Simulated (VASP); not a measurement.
# Co8Si14Ge (a cell with a defect) in VASP: single point with PBE

Aim: the single point of Co8Si14Ge (a cell with a defect) with PBE.

All numbers are computed with VASP 6.6.1; they aren't measurements. Logs are shortened: lines on timing, memory, paths and dates and some standing lists are left out, and cuts for length are marked.

## (1) The cell of the first run

The cell holds a defect, 23 atoms: a = 7.575 Å, b = 7.575 Å, c = 7.575 Å, α = 60.00°, β = 60.00°, γ = 60.00°.

## (2) Single point, PBE, collinear spin, zero start

File INCAR:

```
ALGO = Normal
EDIFF = 1E-6
ENCUT = 520
GGA = PE
ISIF = 2
ISMEAR = -1
ISPIN = 2
LASPH = T
LCHARG = F
LMAXMIX = 4
LORBIT = 11
LREAL = Auto
LWAVE = F
MAGMOM = 0 0 0 0 0 0 0 0 0 0 0 0 0 0 0 0 0 0 0 0 0 0 0
NBANDS = 92
NELM = 150
PREC = Accurate
SIGMA = 0.02
```

File KPOINTS:

```
k-points
0
Gamma
  2 2 2
```

File POSCAR:

```
Co8Si14Ge
1.0
    0.0000000000      5.3560000000      5.3560000000
    5.3560000000      0.0000000000      5.3560000000
    5.3560000000      5.3560000000      0.0000000000
Co Si Ge
8 14 1
Direct
   -0.0208402726      0.0138751867      0.0142629761
    0.0003075056     -0.0052686706      0.5049477222
    0.0002190067      0.5056172517     -0.0059245706
    0.0247127521      0.4835910194      0.4839870239
    0.4926250934      0.0157987304      0.0162096714
    0.5004680732     -0.0458956311      0.5456058626
    0.5009955190      0.5483121733     -0.0485718820
    0.5076754108      0.4854892644      0.4858990851
    0.1139982263      0.1354532300      0.1348774272
    0.1185414488      0.1189150485      0.6397548544
    0.3769184093      0.3804228902      0.8601919343
    0.1178477409      0.6394814227      0.1192973301
    0.3774662061      0.8599966393      0.3807352502
    0.1245112957      0.6247952763      0.6242008028
    0.3457540142      0.9043832151      0.9063408327
    0.8845467700      0.3649424010      0.3643137603
    0.6226075429      0.1197158327      0.6368986184
    0.8799203697      0.3795660007      0.8632241412
    0.6230188574      0.6365080284      0.1201232263
    0.8795131628      0.8629465086      0.3798705190
    0.6568371919      0.5933149739      0.5952458925
    0.8737911688      0.8755818708      0.8748757468
    0.4873895631      0.2474842233      0.2510389283
```

Potentials or basis: VASP PAW PBE potentials, release 64 (Co, Si, Ge_d).

On the command line:

```bash
cat potpaw_PBE.64/Co/POTCAR potpaw_PBE.64/Si/POTCAR potpaw_PBE.64/Ge_d/POTCAR > POTCAR
mpirun -np 1 vasp_std > vasp.out
```

OUTCAR:

```text
EDIFF = 1E-6
   ENCUT = 520
   GGA = PE
   ISIF = 2
   ISMEAR = -1
   ISPIN = 2
   LASPH = T
   LORBIT = 11
   LREAL = Auto
   NELM = 150
   PREC = Accurate

 ion  position               nearest neighbor table
   1  0.979  0.014  0.014-  20 2.27  18 2.27  15 2.27  12 2.32  10 2.32   9 2.33  22 2.37
   2  0.000  0.995  0.505-  22 2.29  14 2.29   9 2.29  16 2.29  13 2.33  10 2.33  20 2.34  17 2.34

   3  0.000  0.506  0.994-  14 2.29  22 2.29   9 2.29  16 2.29  11 2.33  12 2.33  19 2.33  18 2.33

   4  0.025  0.484  0.484-  10 2.27  12 2.27  21 2.28  16 2.34  18 2.35  20 2.35  14 2.36
   5  0.493  0.016  0.016-  13 2.27  11 2.27  15 2.28   9 2.34  19 2.35  17 2.35  22 2.36
   6  0.500  0.954  0.546-  23 2.23  15 2.28  21 2.28  17 2.36  20 2.36  10 2.38  13 2.38   7 3.07
[... 17 lines left out ...]
                            10 2.66
  16  0.885  0.365  0.364-   2 2.29   3 2.29   8 2.33   4 2.34   9 2.46  21 2.46  19 2.71  17 2.72
                            12 2.73  10 2.73
  17  0.623  0.120  0.637-   8 2.27   2 2.34   5 2.35   6 2.36  11 2.60  22 2.62  15 2.65  16 2.72
                            20 2.75
  18  0.880  0.380  0.863-   1 2.27   3 2.33   4 2.35   7 2.36  10 2.60  14 2.62  21 2.65   9 2.71
                            19 2.75
  19  0.623  0.637  0.120-   8 2.27   3 2.33   5 2.35   7 2.36  13 2.60  22 2.62  15 2.65  16 2.71
                            18 2.75
  20  0.880  0.863  0.380-   1 2.27   2 2.34   4 2.35   6 2.36  12 2.60  14 2.62  21 2.65   9 2.72
                            17 2.75
  21  0.657  0.593  0.595-   7 2.26   8 2.27   6 2.28   4 2.28  16 2.46  18 2.65  20 2.65  11 2.66
                            13 2.66
  22  0.874  0.876  0.875-   2 2.29   3 2.29   5 2.36   1 2.37  10 2.62  12 2.62  17 2.62  19 2.62
                            14 2.69
  23  0.487  0.247  0.251-   6 2.23   7 2.28  13 3.00  10 3.01  11 3.02  12 3.03

  LATTYP: Found a face centered cubic cell.
 ALAT       =    10.7120000000

  Lattice vectors:

 A1 = (   0.0000000000,   5.3560000000,   5.3560000000)
 A2 = (   5.3560000000,   0.0000000000,   5.3560000000)
 A3 = (   5.3560000000,   5.3560000000,   0.0000000000)

Analysis of symmetry for initial positions (statically):
=====================================================================
 Subroutine PRICEL returns:
 Original cell was already a primitive cell.

 Routine SETGRP: Setting up the symmetry group for a
 face centered cubic supercell.

 Subroutine GETGRP returns: Found  1 space group operations
 (whereof  1 operations were pure point group operations)
 out of a pool of 48 trial point group operations.

The static configuration has the point symmetry C_1 .

Analysis of symmetry for dynamics (positions and initial velocities):
=====================================================================
 Subroutine PRICEL returns:
 Original cell was already a primitive cell.

 Routine SETGRP: Setting up the symmetry group for a
 face centered cubic supercell.

 Subroutine GETGRP returns: Found  1 space group operations
 (whereof  1 operations were pure point group operations)
 out of a pool of 48 trial point group operations.

The dynamic configuration has the point symmetry C_1 .

Analysis of structural, dynamic, and magnetic symmetry:
=====================================================================
 Subroutine PRICEL returns:
 Original cell was already a primitive cell.

 Routine SETGRP: Setting up the symmetry group for a
 face centered cubic supercell.

 Subroutine GETGRP returns: Found  1 space group operations
 (whereof  1 operations were pure point group operations)
 out of a pool of 48 trial point group operations.

The overall configuration has the point symmetry C_1 .

 Subroutine INISYM returns: Found  1 space group operations
 (whereof  1 operations are pure point group operations),
 and found     1 'primitive' translations

----------------------------------------------------------------------------------------

                                     Primitive cell

  volume of cell :     307.2923

  direct lattice vectors                    reciprocal lattice vectors
     0.000000000  5.356000000  5.356000000    -0.093353249  0.093353249  0.093353249
     5.356000000  0.000000000  5.356000000     0.093353249 -0.093353249  0.093353249
     5.356000000  5.356000000  0.000000000     0.093353249  0.093353249 -0.093353249

  length of vectors
[... 97 lines left out ...]
 SYSTEM =  unknown system
   PREC   = accura    normal or accurate (medium, high low for compatibility)
   ISTART =      0    job   : 0-new  1-cont  2-samecut
   ICHARG =      2    charge: 1-file 2-atom 10-const
   ISPIN  =      2    spin polarized calculation?
   LNONCOLLINEAR =      F non collinear calculations
   LSORBIT =      F    spin-orbit coupling
   LASPH  =      T    aspherical Exc in radial PAW
   ENCUT  =  520.0 eV  38.22 Ry    6.18 a.u.  14.08 14.08 14.08*2*pi/ulx,y,z
   NELM   =    150;   NELMIN=  2; NELMDL= -5     # of ELM steps
   EDIFF  = 0.1E-05   stopping-criterion for ELM
   LREAL  =      T    real-space projection
   EDIFFG = 0.1E-04   stopping-criterion for IOM
   NSW    =      0    number of steps for IOM
   IBRION =     -1    ionic relax: 0-MD 1-quasi-New 2-CG
   NFREE  =      0    steps in history (QN), initial steepest desc. (CG)
   ISIF   =      2    stress and relaxation
   ISYM   =      2    0-nonsym 1-usesym 2-fastsym
   POTIM  = 0.5000    time-step for ionic-motion
   TEBEG  =    0.0;   TEEND  =   0.0 temperature during run
   PSTRESS=    0.0 pullay stress
   NELECT =     142.0000    total number of electrons
   NUPDOWN=      -1.0000    fix difference up-down
   EMIN   =  10.00;   EMAX   =-10.00  energy-range for DOS
   EFERMI =   0.00;   METHOD = LEGACY
   ISMEAR =    -1;   SIGMA  =   0.02  broadening in eV -4-tet -1-fermi 0-gaus
   EFERMI_NEDOS =   21; number of points for ismear=-14 and -15
   IALGO  =     38    algorithm
   IMIX   =      4    mixing-type and parameters
     AMIX     =   0.40;   BMIX     =  1.00
     AMIX_MAG =   1.60;   BMIX_MAG =  1.00
  volume/ion in A,a.u.               =      13.36        90.16
  Fermi-wavevector in a.u.,A,eV,Ry     =   1.265670  2.391769 21.795441  1.601920
  Thomas-Fermi vector in A             =   2.398911
   LORBIT       =     11    0 simple, 1 ext, 2 COOP (PROOUT), +10 PAW based schemes
   GGA     = PE    functional components
   LHFCALC =     F    Hartree Fock is set to
   AEXX    =    0.0000 exact exchange contribution
   IVDW    =     0    specifies the selected vdW correction
   LEPSILON=     F    determine dielectric tensor
   LRPA    =     F    only Hartree local field effects (RPA)
 spin polarized calculation
  energy-cutoff  :      520.00
  volume of cell :      307.29
 maximum number of plane-waves:      8363
   NGX = 29   NGY = 29   NGZ = 29

 number of electron     142.0000000 magnetization      -0.0008184

 number of electron     142.0000000 magnetization       0.0001374

 Free energy of the ion-electron system (eV)
  ---------------------------------------------------
  ext. energy  EPLUGINS =         0.00000000
  ---------------------------------------------------
  free energy    TOTEN  =      -144.11695516 eV

  energy without entropy =     -144.09298969  energy(sigma->0) =     -144.10497242

 E-fermi :   9.4608     XC(G=0): -11.6112

 val. band max:        9.4083278658   @ k =   0.5000   0.0000   0.0000
 cond. band min:       9.4680768003   @ k =   0.5000   0.0000   0.5000
 fundamental gap:      0.0597489346
 Fermi energy:         9.4608188077

 spin component 1

 k-point     1 :       0.0000    0.0000    0.0000
  band No.  band energies     occupation
      1     -15.4723      1.00000
      2     -15.4713      1.00000
      3     -15.3514      1.00000
      4     -15.3511      1.00000
      5     -15.3470      1.00000
      6      -3.4795      1.00000
[... 677 lines left out ...]
     82      12.3948      0.00000
     83      12.4659      0.00000
 Fermi energy:         9.4608188077

 spin component 2

 k-point     1 :       0.0000    0.0000    0.0000
  band No.  band energies     occupation
      1     -15.4723      1.00000
      2     -15.4713      1.00000
      3     -15.3514      1.00000
      4     -15.3511      1.00000
      5     -15.3470      1.00000
      6      -3.4796      1.00000
[... 677 lines left out ...]
     82      12.3948      0.00000
     83      12.4659      0.00000
 [bands above 83 left out]

------------------------ aborting loop because EDIFF is reached ----------------------------------------

  FORCE on cell =-STRESS in cart. coord.  units (eV):
  Direction    XX          YY          ZZ          XY          YZ          ZX
  --------------------------------------------------------------------------------------
  -------------------------------------------------------------------------------------
  Total        2.4394898      1.2507610      1.1794020      0.0124562     -9.4337637     -0.0164041
  in kB       12.7191439      6.5212857      6.1492303      0.0649449    -49.1862685     -0.0855288
  external PRESSURE =       8.4632200 kB  Pullay stress =       0.0000000 kB

 VOLUME and BASIS-vectors are now :
 -----------------------------------------------------------------------------
  energy-cutoff  :      520.00
  volume of cell :      307.29
      direct lattice vectors                 reciprocal lattice vectors
     0.000000000  5.356000000  5.356000000    -0.093353249  0.093353249  0.093353249
     5.356000000  0.000000000  5.356000000     0.093353249 -0.093353249  0.093353249
     5.356000000  5.356000000  0.000000000     0.093353249  0.093353249 -0.093353249

 POSITION                                       TOTAL-FORCE (eV/Angst)
 -----------------------------------------------------------------------------------
      0.15071      5.32077      5.31869         0.082484     -0.011807      0.005356
      8.03228      2.70615      5.32943         0.002848      0.071347     -0.141645
      8.03235      5.32544      2.70926         0.002206     -0.124317      0.068428
      5.18235      2.72460      2.72248        -0.043911     -0.025591     -0.007108
      0.17144      2.72532      2.72312         0.041120     -0.031643     -0.011150
      8.03245      5.60277      7.79069         0.001903      0.266785     -0.294887
[... 15 lines left out ...]
      9.37545      9.36586      9.36964         0.305213      0.021150     -0.000556
      2.67009      3.95502      3.93598        -0.012618     -0.257463      0.306640
 -----------------------------------------------------------------------------------
    total drift:                                0.000551      0.011547      0.003984

  FREE ENERGIE OF THE ION-ELECTRON SYSTEM (eV)
  ---------------------------------------------------
  free  energy   TOTEN  =      -144.1169551570 eV

  energy  without entropy=     -144.0929896894  energy(sigma->0) =     -144.10497242

 total charge

# of ion       s       p       d       tot
------------------------------------------
    1        0.525   0.635   7.588   8.748
    2        0.542   0.728   7.612   8.882
    3        0.543   0.731   7.613   8.886
    4        0.519   0.627   7.580   8.726
    5        0.519   0.627   7.580   8.725
    6        0.510   0.629   7.564   8.702
[... 15 lines left out ...]
   22        0.728   0.876   0.000   1.604
   23        1.191   1.001  10.053  12.246
--------------------------------------------------
tot         15.623  18.455  70.737 104.815

 magnetization (x)

# of ion       s       p       d       tot
------------------------------------------
    1        0.000   0.000   0.000   0.000
    2       -0.000   0.000   0.000   0.000
    3       -0.000  -0.000   0.000   0.000
    4        0.000  -0.000   0.000   0.000
    5        0.000   0.000   0.000   0.000
    6        0.000  -0.000   0.000   0.000
[... 15 lines left out ...]
   22       -0.000   0.000   0.000   0.000
   23        0.000  -0.000   0.000   0.000
--------------------------------------------------
tot          0.000  -0.000   0.000   0.000
```

Wall time 16 min (1 thread of Intel Xeon 6975P-C (Granite Rapids), shared host); peak memory 0.72 GiB.

Results:

- Free energy: -144.1170 eV
- Pressure: 0.8 GPa
- Largest force: 0.565 eV/Å
- Band gap on the k mesh: zero (filled and empty bands overlap)
- Net moment: 0.00 μB per cell
- Valence electrons inside the program's atomic spheres: Co 8.75, 8.88, 8.89, 8.73, 8.72, 8.70, 8.69; Si 1.61, 1.60, 1.62; Ge 12.25

Forces in eV/Å, atoms in the order of the input:
```
Co   0.082 -0.012  0.005
Co   0.003  0.071 -0.142
Co   0.002 -0.124  0.068
Co  -0.044 -0.026 -0.007
Co   0.041 -0.032 -0.011
Co   0.002  0.267 -0.295
Co  -0.001  0.072 -0.195
Co  -0.086 -0.016  0.000
Si  -0.076  0.025  0.017
Si  -0.180  0.029 -0.119
Si   0.215 -0.091  0.060
Si  -0.212 -0.088  0.060
Si   0.182  0.033 -0.124
Si  -0.306  0.018  0.003
Si  -0.536 -0.042  0.088
Si   0.060  0.026  0.015
Si  -0.097  0.183 -0.085
Si   0.113 -0.104  0.180
Si  -0.111 -0.104  0.178
Si   0.099  0.189 -0.090
Si   0.556 -0.039  0.088
Si   0.305  0.021 -0.001
Ge  -0.013 -0.257  0.307
```

Levels at points of the mesh, in eV from the Fermi level:
Spin up:
```tsv
k point	band 67	band 68	band 69	band 70	band 71	band 72	band 73	band 74	band 75	band 76
(0.00, 0.00, 0.00)	-0.34	-0.23	0.01	0.21	0.28	0.43	0.83	1.16	1.39	1.58
(0.50, 0.00, 0.00)	-0.65	-0.56	-0.47	-0.31	-0.08	-0.05	0.38	1.30	1.36	1.42
(0.00, 0.50, 0.00)	-0.67	-0.64	-0.48	-0.47	-0.39	-0.28	0.01	1.15	1.34	1.51
(0.00, 0.00, 0.50)	-0.67	-0.64	-0.48	-0.47	-0.39	-0.28	0.01	1.15	1.34	1.51
(0.50, 0.50, 0.50)	-0.65	-0.56	-0.47	-0.31	-0.08	-0.05	0.39	1.30	1.36	1.42
(0.50, 0.50, 0.00)	-0.53	-0.39	-0.16	-0.09	0.01	0.17	0.28	0.62	0.63	0.74
(0.00, 0.50, 0.50)	-0.49	-0.20	-0.12	-0.12	0.01	0.23	0.40	0.47	0.65	0.97
(0.50, 0.00, 0.50)	-0.53	-0.39	-0.16	-0.09	0.01	0.17	0.27	0.62	0.63	0.73
```
Spin down:
| k point | band 69 | band 70 | band 71 | band 72 | band 73 | band 74 |
| --- | --- | --- | --- | --- | --- | --- |
| (0.00, 0.00, 0.00) | 0.01 | 0.21 | 0.28 | 0.43 | 0.83 | 1.16 |
| (0.50, 0.00, 0.00) | -0.47 | -0.31 | -0.08 | -0.05 | 0.38 | 1.30 |
| (0.00, 0.50, 0.00) | -0.48 | -0.47 | -0.39 | -0.28 | 0.01 | 1.15 |
| (0.00, 0.00, 0.50) | -0.48 | -0.47 | -0.39 | -0.28 | 0.01 | 1.15 |
| (0.50, 0.50, 0.50) | -0.47 | -0.31 | -0.08 | -0.05 | 0.39 | 1.30 |
| (0.50, 0.50, 0.00) | -0.16 | -0.09 | 0.01 | 0.17 | 0.28 | 0.62 |
| (0.00, 0.50, 0.50) | -0.12 | -0.12 | 0.01 | 0.23 | 0.40 | 0.47 |
| (0.50, 0.00, 0.50) | -0.16 | -0.09 | 0.01 | 0.17 | 0.27 | 0.62 |

Caveat: the k points lie up to 0.51 Å⁻¹ apart.
